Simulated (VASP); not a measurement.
Set up this calculation in VASP 6.6.1, as the native input.

```yaml
Task: single point
Functional: r2SCAN
Potentials_or_basis: VASP PAW PBE potentials, release 64 (Ba_sv, Ti_sv, O)
Cutoff: 520 eV
k_mesh: 6 × 6 × 2
Occupations: gaussian, width 0.05 eV
Spin: no spin polarisation
Dipole_correction: no
Further_INCAR_settings: LREAL = Auto; ALGO = Normal; EDIFF = 1e-07; NBANDS = 73
```

The system is BaTiO3.

```
CELL_PARAMETERS angstrom
2.84005 -1.63971 -2.33143
0.00000 3.27941 -2.33143
8.75674 5.05570 6.60588
ATOMIC_POSITIONS crystal
Ba 0.92068 0.92068 0.91883
Ba 0.97621 0.97621 0.25216
Ba 0.94844 0.94844 0.58550
Ti 0.47626 0.47626 0.08998
Ti 0.44849 0.44849 0.42332
Ti 0.42072 0.42072 0.75665
O 0.50349 0.01308 0.08115
O 0.47572 0.98531 0.41448
O 0.44795 0.95755 0.74782
O 0.01308 0.50349 0.08115
O 0.98531 0.47572 0.41448
O 0.95755 0.44795 0.74782
O 0.48987 0.48987 0.24462
O 0.46210 0.46210 0.57795
O 0.43434 0.43434 0.91129
```

This cell differs from its parent crystal: the part above a cut slid along it.

These files were run (other wordings do the same):

POSCAR

```
BaTiO3
1.0
    2.8400536680     -1.6397057497     -2.3314328258
    0.0000000000      3.2794114995     -2.3314328258
    8.7567374745      5.0557047382      6.6058817687
Ba Ti O
3 3 9
Direct
    0.9206764948      0.9206764948      0.9188283674
    0.9762098281      0.9762098281      0.2521617007
    0.9484431615      0.9484431615      0.5854950341
    0.4762565986      0.4762565986      0.0899826165
    0.4484899320      0.4484899320      0.4233159498
    0.4207232653      0.4207232653      0.7566492831
    0.5034864508      0.0130803609      0.0811512176
    0.4757197841     -0.0146863058      0.4144845509
    0.4479531174     -0.0424529725      0.7478178843
    0.0130803609      0.5034864508      0.0811512176
   -0.0146863058      0.4757197841      0.4144845509
   -0.0424529725      0.4479531174      0.7478178843
    0.4898695083      0.4898695083      0.2446199142
    0.4621028417      0.4621028417      0.5779532476
    0.4343361750      0.4343361750      0.9112865809
```

INCAR.step1

```
SYSTEM = BaTiO3
PREC     = Accurate       ! precision mode
ENCUT    = 520            ! plane-wave cutoff, eV
ISMEAR   = 0              ! smearing method
SIGMA    = 0.05           ! smearing width, eV
LREAL    = Auto         
LASPH    = .True.         ! aspherical terms in the spheres
NELM     = 80             ! most SCF steps
NBANDS   = 73             ! bands
GGA      = PE             ! functional
ALGO     = Normal         ! electronic algorithm
EDIFF    = 1E-4           ! SCF threshold, eV
LWAVE    = .True.         ! write WAVECAR
LCHARG   = .False.        ! write CHGCAR
```

INCAR.step2

```
SYSTEM = BaTiO3
PREC     = Accurate       ! precision mode
ENCUT    = 520            ! plane-wave cutoff, eV
EDIFF    = 1E-7           ! SCF threshold, eV
ISMEAR   = 0              ! smearing method
SIGMA    = 0.05           ! smearing width, eV
LREAL    = Auto         
LASPH    = .True.         ! aspherical terms in the spheres
NELM     = 80             ! most SCF steps
ALGO     = Normal         ! electronic algorithm
ISIF     = 2              ! what is computed and relaxed
LWAVE    = .False.        ! write WAVECAR
LCHARG   = .False.        ! write CHGCAR
METAGGA  = R2SCAN         ! meta-GGA
LMIXTAU  = .True.       
NBANDS   = 73             ! bands
ISTART   = 1
```

KPOINTS

```
Automatic mesh
0
Gamma
  6 6 2
  0 0 0
```

Potentials or basis: VASP PAW PBE potentials, release 64 (Ba_sv, Ti_sv, O).

Command:

```console
$ cat potpaw_PBE.64/Ba_sv/POTCAR potpaw_PBE.64/Ti_sv/POTCAR potpaw_PBE.64/O/POTCAR > POTCAR
$ cp INCAR.step1 INCAR
$ mpirun -np 1 vasp_std > vasp.out
$ cp INCAR.step2 INCAR
$ mpirun -np 1 vasp_std > vasp.out
```

It gave:

The pressure is 2.7 GPa. The largest force is 1.659 eV/Å and the band gap on the k mesh is 2.70 eV (least direct gap 3.12 eV).

Caveat: the cell differs from its parent crystal (the part above a cut slid along it); the stress differs along the axes, from 0 to 6 GPa; the PAW data sets were made with another functional, which shifts forces and pressure a little; spin-orbit coupling is left out, which moves the levels of the heavy elements.

It took 53 min on 1 thread of Intel Xeon 8259CL, with other jobs on the host, peak memory 0.44 GiB.
